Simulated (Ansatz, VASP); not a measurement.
Cd3TeSe2: VASP beside Ansatz

```xyz
12
Lattice="4.4801 0.0006 -0.0002 -2.2395 3.8805 0.0000 -0.0010 -0.0003 21.9850" Properties=species:S:1:pos:R:3 pbc="T T T"
Cd   -0.0069    0.0028   21.9824
Cd    0.0051    0.0073    7.0198
Cd    0.0003   -0.0077   14.9664
Cd    2.2395    1.3001    3.5057
Cd    2.2386    1.2870   11.0055
Cd    2.2411    1.2911   18.4715
Te   -0.0010   -0.0065    9.8992
Te    2.2399    1.2867   13.8558
Se   -0.0005    0.0057    2.6886
Se    0.0004   -0.0032   17.6428
Se    2.2444    1.3012    6.2014
Se    2.2337    1.2967   21.1585
```

Change from the starting cell: cell x1, atoms moved at random (sigma 0.05 Å) and cell strained at random (1.5 %), then relaxed without symmetry.

Alike in both runs: functional PBE; k mesh 6 × 6 × 1; occupations gaussian, width 0.2 eV; no spin polarisation.

Ansatz relaxed the structure, and its values are those at the end. VASP's run is a single point on that final structure, the one shown.

```csv
,VASP,Ansatz
version,VASP 6.6.1,Ansatz 0.2.0
potentials or method,"VASP PAW PBE potentials, release 64 (Cd, Te, Se), cutoff 520 eV","scalar-relativistic, plane waves, PAW"
valence electrons in the cell,108,216
```

```tsv
	VASP	Ansatz	Ansatz less VASP
pressure (GPa)	0.2	0.0	-0.19
rms of the force components (eV/Å)	0.005	0.003	-0.0017
```

VASP's potentials hold 108 valence electrons a cell and Ansatz's 216, so a difference there can come from the potentials and not from the codes.

Neither program's run includes spin-orbit coupling.
